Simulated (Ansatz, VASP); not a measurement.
**Two plane-wave programs on CdS**

File INCAR:

```
  PREC = Accurate
  ENCUT = 540
  EDIFF = 1E-6
  ISMEAR = 0
  SIGMA = 0.01
  LREAL = False
  LASPH = True
  NELM = 120
  ALGO = Normal
  ISIF = 2
  LWAVE = False
  LCHARG = False
  GGA = PE
  NBANDS = 20
  GGA_COMPAT = False
```

Contents of KPOINTS:

```
Automatic mesh
0
Gamma
  6 6 6
```

POSCAR

```
CdS
1.0
    0.0000000000      2.9332775952      2.9332775952
    2.9332775952      0.0000000000      2.9332775952
    2.9332775952      2.9332775952      0.0000000000
Cd S
1 1
Direct
    0.0000000000      0.0000000000      0.0000000000
    0.2500000000      0.2500000000      0.2500000000
```

Input for Ansatz:

```yaml
crystal:
  lattice:
    - [0.0, 2.9332775952, 2.9332775952]
    - [2.9332775952, 0.0, 2.9332775952]
    - [2.9332775952, 2.9332775952, 0.0]
  atoms:
    - { symbol: Cd, position: [0.0, 0.0, 0.0] }
    - { symbol: S, position: [0.25, 0.25, 0.25] }
kpoints:
  mp_grid: { grid: [6, 6, 6] }
hamiltonian:
  xc: pbe
scf:
  occupations: { method: fixed }
  n_extra_bands: 4
output:
  forces: true
  stress: true
  eigenvalues: true
```

Alike in both runs: task single point; functional PBE; k mesh 6 × 6 × 6; no spin polarisation.

```csv
,VASP,Ansatz
version,VASP 6.6.1,Ansatz 0.2.0
potentials or method,"VASP PAW PBE potentials, release 64 (Cd_sv_GW, S)","plane waves, PAW"
plane-wave cutoff (eV),540,420
occupations,"gaussian, width 0.01 eV",fixed
valence electrons in the cell,26,26
```

```tsv
	VASP	Ansatz	Ansatz less VASP
gap on the k mesh at the Fermi level (eV)	1.11	1.11	+0.002
pressure (GPa)	0.8	1.8	+1.00
```
